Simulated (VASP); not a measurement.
Runs of VASP 6.6.1 on NaCl. The structure is that of space group Fm-3m (No. 225), or close to it. The cells are those of the table. 

```csv
task,cell,k mesh,cutoff (eV),smearing,ions in elastic constants,gap on the mesh (eV),pressure (GPa)
relaxation of cell and atoms,"relaxed to 12 GPa from a = 3.639 Å, angles 60.0°, 2 atoms",6 × 6 × 6,600,gaussian 0.1 eV,-,6.18,12.2
single point,"a = 3.781 Å, angles 60.0°, 2 atoms",8 × 8 × 8,520,gaussian 0.01 eV,-,5.59,5.1
single point,"a = 3.974 Å, angles 60.0°, 2 atoms",6 × 6 × 6,520,gaussian 0.1 eV,-,4.97,(a)
single point,"a = 3.639 Å, angles 60.0°, 2 atoms",8 × 8 × 8,520,gaussian 0.02 eV,-,6.18,12.2
single point,"a = 3.594 Å, angles 60.0°, 2 atoms",8 × 8 × 8,520,gaussian 0.01 eV,-,6.39,(b)
```

Alike in all rows: level PBEsol; potentials or basis VASP PAW PBE potentials, release 64 (Na_pv, Cl); no spin polarisation.

Fill in the values left out.

(a) -0.2; (b) 15.2.

Caveats: the PAW data sets were made with another functional, which shifts forces and pressure a little; the relaxation stopped at its first step, so nothing moved (some runs); the cell is relaxed towards a set pressure, so the enthalpy falls and the energy may rise (some runs).

